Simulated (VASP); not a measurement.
Wanted: the native input for a VASP 6.6.1 run.

* Task: relaxation of cell and atoms
* Functional: PBE
* Potentials or basis: VASP PAW PBE potentials, release 64 (B, Pt)
* Cutoff: 600 eV
* k mesh: 12 × 12 × 12
* Occupations: gaussian, width 0.1 eV
* Spin: no spin polarisation
* Dipole correction: no
* Further INCAR settings: ALGO = Normal; EDIFF = 1e-07; IBRION = 2; EDIFFG = -0.01; NSW = 100; ISIF = 3

The structure of B5Pt lies in POSCAR:

```
B5Pt
1.0
    0.0000000000      2.9195321336      2.9195321336
    2.9195321336      0.0000000000      2.9195321336
    2.9195321336      2.9195321336      0.0000000000
B Pt
5 1
Direct
    0.1686664783      0.6104445072      0.6104445072
    0.6104445072      0.1686664783      0.6104445072
    0.2500000000      0.2500000000      0.2500000000
    0.6104445072      0.6104445072      0.1686664783
    0.6104445072      0.6104445072      0.6104445072
    0.0000000000      0.0000000000      0.0000000000
```

The cell was built from a structure type or drawn by symmetry, and may not be a known phase.

The input as run:

INCAR

```
PREC = Accurate ; ENCUT = 600
EDIFF = 1E-7 ; ISMEAR = 0
SIGMA = 0.1 ; LREAL = F
LASPH = T ; NELM = 80
ALGO = Normal ; ISIF = 3
LWAVE = F ; LCHARG = F
GGA = PE ; IBRION = 2
NSW = 100 ; EDIFFG = -0.01
```

KPOINTS

```
regular mesh
0
Gamma
  12 12 12
```

Potentials or basis: VASP PAW PBE potentials, release 64 (B, Pt).

Launch:

```console
$ cat potpaw_PBE.64/B/POTCAR potpaw_PBE.64/Pt/POTCAR > POTCAR
$ mpirun -np 1 vasp_std > vasp.out
```

It gave:

| Quantity | Value |
| --- | --- |
| Relaxed volume | 8.25 Å³/atom |
| Relaxed cell | a = 4.121 Å, b = 4.121 Å, c = 4.121 Å, α = 60.00°, β = 60.00°, γ = 60.00° |
| Space group after relaxing (to 0.1 Å) | F-43m (No. 216) |
| Energy gained by relaxing | 0.2 meV/atom |
| Ionic steps | 3 |
| Pressure after relaxing | 0.0 GPa |
| Largest force after relaxing | 0.009 eV/Å |
| Band gap on the k mesh | zero (an odd number of electrons rules out a gap without spin polarisation) |

Caveat: spin-orbit coupling is left out, which moves the levels of the heavy elements.

Wall time 4.6 min on 1 thread of Intel Xeon 8259CL (shared host), peak memory 0.26 GiB.
